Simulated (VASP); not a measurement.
A run of VASP 6.6.1 is set up as follows.

POSCAR

```
Cu
1.0
    2.4249402120      0.0000000000      0.0000000000
   -1.2124701060      2.1000598262      0.0000000000
    0.0000000000      0.0000000000      3.9575743872
Cu
2
Direct
    0.3333333333      0.6666666667      0.2500000000
    0.6666666667      0.3333333333      0.7500000000
```

The input INCAR.step1:

```
SYSTEM = Cu
PREC = Accurate
ENCUT = 600
ISMEAR = 0
SIGMA = 0.1
LREAL = .False.
LASPH = .True.
NELM = 80
GGA = PE
ALGO = Normal
EDIFF = 1E-4
LWAVE = .True.
LCHARG = .False.
```

The input INCAR.step2:

```
SYSTEM = Cu
PREC = Accurate
ENCUT = 600
EDIFF = 1E-6
ISMEAR = 0
SIGMA = 0.1
LREAL = .False.
LASPH = .True.
NELM = 80
ALGO = Normal
ISIF = 4
LWAVE = .False.
LCHARG = .False.
METAGGA = R2SCAN
LMIXTAU = .True.
IBRION = 2
NSW = 50
EDIFFG = -0.01
ISTART = 1
```

Contents of KPOINTS:

```
regular mesh
0
Gamma
  18 18 10
  0 0 0
```

Potentials or basis: VASP PAW PBE potentials, release 64 (Cu).

Launch:

```console
$ cat potpaw_PBE.64/Cu/POTCAR > POTCAR
$ cp INCAR.step1 INCAR
$ mpirun -np 1 vasp_std > vasp.out
$ cp INCAR.step2 INCAR
$ mpirun -np 1 vasp_std > vasp.out
```

**Question.** Estimate the band gap on the k mesh.

**Answer.** Zero (bands 11 and 12 overlap by 6.97 eV).

Final structure:
```yaml
crystal:
  lattice:
    - [2.42494, 0.00000, 0.00000]
    - [-1.21247, 2.10006, 0.00000]
    - [0.00000, 0.00000, 3.95757]
  atoms:
    - { symbol: Cu, position: [0.33333, 0.66667, 0.25000] }
    - { symbol: Cu, position: [0.66667, 0.33333, 0.75000] }
```
